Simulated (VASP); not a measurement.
Crystal: MgS.

```
S Mg
1.0
     0.00000    2.88869    2.88869
     2.88869    0.00000    2.88869
     2.88869    2.88869    0.00000
S Mg
1 1
Direct
  0.25000 0.25000 0.25000
  0.00000 0.00000 0.00000
```

Base run:

- Program: VASP 6.6.1
- Functional: PBE
- Potentials or basis: VASP PAW PBE potentials, release 64 (S, Mg)
- Cutoff: 600 eV
- k mesh: 8 × 8 × 8
- Occupations: fermi-dirac, width 0.05 eV
- Spin: no spin polarisation

Its results: band gap on the k mesh 3.16 eV, direct; pressure -2.2 GPa.

Problem. The run is repeated on the same cell with these changes: functional from PBE to LDA; potentials or basis from VASP PAW PBE potentials, release 64 (S, Mg) to VASP PAW LDA potentials, release 64 (S, Mg); cutoff from 600 eV to 520 eV. What comes out?

Solution. Band gap on the k mesh 2.90 eV, direct; pressure -5.2 GPa.

